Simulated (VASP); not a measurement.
# Al (I4/mmm) in VASP: notebook

Runs on Al. Level: PBEsol. Tasks: single point.

All numbers are computed with VASP 6.6.1; they aren't measurements. Logs are shortened: lines on timing, memory, paths and dates and some standing lists are left out, and cuts for length are marked.

## 1. The cell of the first run

It takes space group I4/mmm (No. 139, tetragonal). The conventional cell has a = 2.719 Å, b = 2.719 Å, c = 3.947 Å, α = 90.00°, β = 90.00°, γ = 90.00°. Within 3.6 Å of Al (site symmetry 4/mmm) lie 12 Al at 2.72 to 2.76 Å.

## 2. Single point, PBEsol (strain -0.050 along x and y, -0.025 along z)

Input file INCAR:

```
SYSTEM = Al
PREC = Accurate
ENCUT = 520
EDIFF = 1E-6
ISMEAR = 0
SIGMA = 0.15
LREAL = .FALSE.
LASPH = .TRUE.
NELM = 80
ALGO = Normal
ISIF = 2
LWAVE = .FALSE.
LCHARG = .FALSE.
GGA = PS
NBANDS = 8
```

Input file KPOINTS:

```
Automatic mesh
0
G
  20 20 20
  0 0 0
```

Input file POSCAR:

```
Al
1.0
    0.0000000000      1.9227810000      1.9733805000
    1.9227810000      0.0000000000      1.9733805000
    1.9227810000      1.9227810000      0.0000000000
Al
1
Direct
    0.0000000000      0.0000000000      0.0000000000
```

Potentials or basis: VASP PAW PBE potentials, release 64 (Al).

Command:

```bash
$ cat potpaw_PBE.64/Al/POTCAR > POTCAR
$ mpirun -np 1 vasp_std > vasp.out
```

OUTCAR:

```text
SYSTEM = Al
   PREC = Accurate
   ENCUT = 520
   EDIFF = 1E-6
   ISMEAR = 0
   LREAL = .FALSE.
   LASPH = .TRUE.
   NELM = 80
   ISIF = 2
   GGA = PS

 ion  position               nearest neighbor table
   1  0.000  0.000  0.000-

  LATTYP: Found a body centered tetragonal cell.
 ALAT       =     2.7192229677
 C/A-ratio  =     1.4514297088

  Lattice vectors:

 A1 = (  -1.9227810000,   0.0000000000,   1.9733805000)
 A2 = (   1.9227810000,   0.0000000000,   1.9733805000)
 A3 = (   0.0000000000,   1.9227810000,  -1.9733805000)

Analysis of symmetry for initial positions (statically):
=====================================================================
 Subroutine PRICEL returns:
 Original cell was already a primitive cell.

 Routine SETGRP: Setting up the symmetry group for a
 body centered tetragonal supercell.

 Subroutine GETGRP returns: Found 16 space group operations
 (whereof 16 operations were pure point group operations)
 out of a pool of 16 trial point group operations.

The static configuration has the point symmetry D_4h.

Analysis of symmetry for dynamics (positions and initial velocities):
=====================================================================
 Subroutine PRICEL returns:
 Original cell was already a primitive cell.

 Routine SETGRP: Setting up the symmetry group for a
 body centered tetragonal supercell.

 Subroutine GETGRP returns: Found 16 space group operations
 (whereof 16 operations were pure point group operations)
 out of a pool of 16 trial point group operations.

The dynamic configuration has the point symmetry D_4h.

 Subroutine INISYM returns: Found 16 space group operations
 (whereof 16 operations are pure point group operations),
 and found     1 'primitive' translations

----------------------------------------------------------------------------------------

                                     Primitive cell

  volume of cell :      14.5915

  direct lattice vectors                    reciprocal lattice vectors
     0.000000000  1.922781000  1.973380500    -0.260040015  0.260040015  0.253372322
     1.922781000  0.000000000  1.973380500     0.260040015 -0.260040015  0.253372322
     1.922781000  1.922781000  0.000000000     0.260040015  0.260040015 -0.253372322

  length of vectors
     2.755234540  2.755234540  2.719222968     0.446586109  0.446586109  0.446586109

  position of ions in fractional coordinates (direct lattice)
     0.000000000  0.000000000  0.000000000

  ion indices of the primitive-cell ions
   primitive index   ion index
                 1           1

----------------------------------------------------------------------------------------

 KPOINTS: Automatic mesh

Automatic generation of k-mesh.
 Grid dimensions read from file:
 generate k-points for:   20   20   20

 Generating k-lattice:

  Cartesian coordinates                     Fractional coordinates (reciprocal lattice)
    -0.013002001  0.013002001  0.012668616     0.050000000  0.000000000  0.000000000
     0.013002001 -0.013002001  0.012668616     0.000000000  0.050000000  0.000000000
     0.013002001  0.013002001 -0.012668616     0.000000000  0.000000000  0.050000000

  Length of vectors
     0.022329305  0.022329305  0.022329305

  Shift w.r.t. Gamma in fractional coordinates (k-lattice)
     0.000000000  0.000000000  0.000000000

 Subroutine IBZKPT returns following result:
 ===========================================

 Found    641 irreducible k-points:

 Following reciprocal coordinates:
            Coordinates               Weight
  0.000000  0.000000  0.000000      1.000000
  0.050000  0.000000  0.000000      8.000000
  0.100000 -0.000000  0.000000      8.000000
  0.150000  0.000000  0.000000      8.000000
  0.200000 -0.000000  0.000000      8.000000
  0.250000  0.000000  0.000000      8.000000
[... 16 lines left out ...]
 -0.400000  0.050000  0.000000      8.000000
 -0.350000  0.050000  0.000000      8.000000
 [... further k-points ...]
   k-points           NKPTS =    641   k-points in BZ     NKDIM =    641   number of bands    NBANDS=      8
   number of dos      NEDOS =    301   number of ions     NIONS =      1
   total plane-waves  NPLWV =   8000
   dimension x,y,z NGX =    20 NGY =   20 NGZ =   20
   dimension x,y,z NGXF=    40 NGYF=   40 NGZF=   40
   ions per type =               1
   NGX,Y,Z   is equivalent  to a cutoff of  12.07, 12.07, 12.23 a.u.
   NGXF,Y,Z  is equivalent  to a cutoff of  24.14, 24.14, 24.45 a.u.
 SYSTEM =  Al
   PREC   = accura    normal or accurate (medium, high low for compatibility)
   ISTART =      0    job   : 0-new  1-cont  2-samecut
   ICHARG =      2    charge: 1-file 2-atom 10-const
   ISPIN  =      1    spin polarized calculation?
   LNONCOLLINEAR =      F non collinear calculations
   LSORBIT =      F    spin-orbit coupling
   LASPH  =      T    aspherical Exc in radial PAW
   ENCUT  =  520.0 eV  38.22 Ry    6.18 a.u.   5.12  5.12  5.06*2*pi/ulx,y,z
   NELM   =     80;   NELMIN=  2; NELMDL= -5     # of ELM steps
   EDIFF  = 0.1E-05   stopping-criterion for ELM
   LREAL  =      F    real-space projection
[... 7 lines left out ...]
   TEBEG  =    0.0;   TEEND  =   0.0 temperature during run
   PSTRESS=    0.0 pullay stress
   NELECT =       3.0000    total number of electrons
   NUPDOWN=      -1.0000    fix difference up-down
   EMIN   =  10.00;   EMAX   =-10.00  energy-range for DOS
   EFERMI =   0.00;   METHOD = LEGACY
   ISMEAR =     0;   SIGMA  =   0.15  broadening in eV -4-tet -1-fermi 0-gaus
   EFERMI_NEDOS =   21; number of points for ismear=-14 and -15
   IALGO  =     38    algorithm
   IMIX   =      4    mixing-type and parameters
     AMIX     =   0.40;   BMIX     =  1.00
     AMIX_MAG =   1.60;   BMIX_MAG =  1.00
  volume/ion in A,a.u.               =      14.59        98.47
  Fermi-wavevector in a.u.,A,eV,Ry     =   0.966233  1.825915 12.702477  0.933606
  Thomas-Fermi vector in A             =   2.096017
   LORBIT       =      0    0 simple, 1 ext, 2 COOP (PROOUT), +10 PAW based schemes
   GGA     = PS    functional components
   LHFCALC =     F    Hartree Fock is set to
   AEXX    =    0.0000 exact exchange contribution
   IVDW    =     0    specifies the selected vdW correction
   LEPSILON=     F    determine dielectric tensor
   LRPA    =     F    only Hartree local field effects (RPA)
 non-spin polarized calculation
 Gauss-broadening in eV      SIGMA  =   0.15
  energy-cutoff  :      520.00
  volume of cell :       14.59
 maximum number of plane-waves:       405
   NGX = 11   NGY = 11   NGZ = 11

 number of electron       3.0000000 magnetization

 Free energy of the ion-electron system (eV)
  ---------------------------------------------------
  ext. energy  EPLUGINS =         0.00000000
  ---------------------------------------------------
  free energy    TOTEN  =        -4.04384316 eV

  energy without entropy =       -4.03994757  energy(sigma->0) =       -4.04189537

 E-fermi :   9.3135     XC(G=0): -10.7137

 val. band max:        9.3129807448   @ k =  -0.2500   0.3000   0.1000
 cond. band min:       9.3206136645   @ k =  -0.2500   0.2500   0.5000
 fundamental gap:      0.0076329197
 Fermi energy:         9.3135431484

 k-point     1 :       0.0000    0.0000    0.0000
  band No.  band energies     occupation
      1      -2.7152      2.00000
      2      22.3900      0.00000
      3      22.6955      0.00000
      4      22.6955      0.00000
      5      25.0333      0.00000
      6      25.0333      0.00000
      7      25.1244      0.00000
      8      26.7106      0.00000

 k-point     2 :       0.0500    0.0000    0.0000
  band No.  band energies     occupation
      1      -2.6415      2.00000
      2      21.3326      0.00000
      3      22.3153      0.00000
      4      22.5165      0.00000
      5      25.3324      0.00000
      6      25.3615      0.00000
      7      25.4613      0.00000
      8      27.5443      0.00000

 k-point     3 :       0.1000   -0.0000    0.0000
  band No.  band energies     occupation
      1      -2.4206      2.00000
      2      19.2657      0.00000
      3      21.9033      0.00000
      4      22.1481      0.00000
      5      25.4072      0.00000
      6      26.0566      0.00000
      7      26.1343      0.00000
      8      28.0204      0.00000

 k-point     4 :       0.1500    0.0000    0.0000
  band No.  band energies     occupation
      1      -2.0533      2.00000
      2      17.1146      0.00000
      3      21.4857      0.00000
      4      21.7782      0.00000
      5      25.2097      0.00000
      6      26.6209      0.00000
      7      26.9661      0.00000
      8      27.4605      0.00000

 k-point     5 :       0.2000   -0.0000    0.0000
  band No.  band energies     occupation
      1      -1.5410      2.00000
      2      15.0070      0.00000
      3      21.1335      0.00000
      4      21.4791      0.00000
      5      24.9875      0.00000
      6      25.7179      0.00000
      7      26.7566      0.00000
      8      28.2940      0.00000
[... 177 lines left out ...]
 k-point    22 :      -0.4500    0.0500    0.0000
  band No.  band energies     occupation
      1       3.6157      2.00000
      2       5.4990      2.00000
      3      19.3124      0.00000
      4      21.2162      0.00000
      5      22.4486      0.00000
      6      22.9931      0.00000
      7      25.9591      0.00000
      8      26.7669      0.00000

 k-point    23 :      -0.4000    0.0500    0.0000
  band No.  band energies     occupation
      1       2.3878      2.00000
      2       7.0167      2.00000
      3      19.0956      0.00000
      4      21.7360      0.00000
      5      22.7475      0.00000
      6      22.9971      0.00000
      7      25.7406      0.00000
      8      27.2101      0.00000

 k-point    24 :      -0.3500    0.0500    0.0000
  band No.  band energies     occupation
      1       1.2737      2.00000
      2       8.6730      2.00000
      3      18.9993      0.00000
      4      22.1617      0.00000
      5      22.8345      0.00000
      6      23.6639      0.00000
      7      25.5454      0.00000
      8      27.8623      0.00000

 [... further k-points ...]
[... 5 lines left out ...]
  --------------------------------------------------------------------------------------
  -------------------------------------------------------------------------------------
  Total        1.0577648      1.0577648      0.8511060      0.0000000      0.0000000      0.0000000
  in kB      116.1446580    116.1446580     93.4531118      0.0000000      0.0000000      0.0000000
  external PRESSURE =     108.5808093 kB  Pullay stress =       0.0000000 kB

 VOLUME and BASIS-vectors are now :
 -----------------------------------------------------------------------------
  energy-cutoff  :      520.00
  volume of cell :       14.59
      direct lattice vectors                 reciprocal lattice vectors
     0.000000000  1.922781000  1.973380500    -0.260040015  0.260040015  0.253372322
     1.922781000  0.000000000  1.973380500     0.260040015 -0.260040015  0.253372322
     1.922781000  1.922781000  0.000000000     0.260040015  0.260040015 -0.253372322

 POSITION                                       TOTAL-FORCE (eV/Angst)
 -----------------------------------------------------------------------------------
      0.00000      0.00000      0.00000         0.000000     -0.000000     -0.000000
 -----------------------------------------------------------------------------------
    total drift:                                0.000000     -0.000000     -0.000000

  FREE ENERGIE OF THE ION-ELECTRON SYSTEM (eV)
  ---------------------------------------------------
  free  energy   TOTEN  =        -4.0438431602 eV

  energy  without entropy=       -4.0399475745  energy(sigma->0) =       -4.04189537
```

It took 23 s on 1 thread of AMD EPYC 9R45 (Zen 5), shared host; peak memory 0.14 GiB.

Results:

```
Free energy : -4.0438 eV
Pressure    : 10.9 GPa
```

Caveat: the cell differs from its parent crystal (strain -0.050 along x and y, -0.025 along z); the PAW data sets were made with another functional, which shifts forces and pressure a little.

## 3. Single point, PBEsol (strain -0.050 along x and y, +0.000 along z)

Input file INCAR:

```
PREC     = Accurate       # precision mode
ENCUT    = 520            # plane-wave cutoff, eV
EDIFF    = 1E-7           # SCF threshold, eV
ISMEAR   = 0              # smearing method
SIGMA    = 0.15           # smearing width, eV
LREAL    = False          # projectors in reciprocal space
LASPH    = True           # aspherical terms in the spheres
NELM     = 60             # most SCF steps
ALGO     = Fast           # electronic algorithm
ISIF     = 2              # what is computed and relaxed
LWAVE    = False          # write WAVECAR
LCHARG   = False          # write CHGCAR
GGA      = PS             # functional
NBANDS   = 8              # bands
```

Input file KPOINTS:

```
regular mesh
0
Gamma
  20 20 20
```

Input file POSCAR:

```
Al
1.0
    0.0000000000      1.9227810000      2.0239800000
    1.9227810000      0.0000000000      2.0239800000
    1.9227810000      1.9227810000      0.0000000000
Al
1
Direct
    0.0000000000      0.0000000000      0.0000000000
```

Potentials or basis: VASP PAW PBE potentials, release 64 (Al).

Command:

```bash
$ cat potpaw_PBE.64/Al/POTCAR > POTCAR
$ mpirun -np 1 vasp_std > vasp.out
```

It took 44 s on 1 thread of AMD EPYC 9R45 (Zen 5), shared host; peak memory 0.15 GiB.

The run converged. Its results:

```
Free energy : -4.0605 eV
Pressure    : 8.0 GPa
```

Stress tensor (GPa, compression positive):
```
9.42 0.00 0.00
0.00 9.42 0.00
0.00 0.00 5.01
```

Levels at points of the mesh, in eV from the Fermi level:
```
           k point  band 1  band 2  band 3  band 4  band 5  band 6
(0.00, 0.00, 0.00)  -11.83   12.77   13.38   13.38   15.37   15.37
(0.50, 0.00, 0.00)   -4.99   -4.51   11.21   11.62   12.52   13.18
(0.50, 0.50, 0.00)   -3.67   -2.36    5.70    6.75    6.75   10.67
(0.50, 0.00, 0.50)   -2.88   -1.29    5.09    5.57    5.93    9.72
```

Caveat: the cell differs from its parent crystal (strain -0.050 along x and y, +0.000 along z); the PAW data sets were made with another functional, which shifts forces and pressure a little.
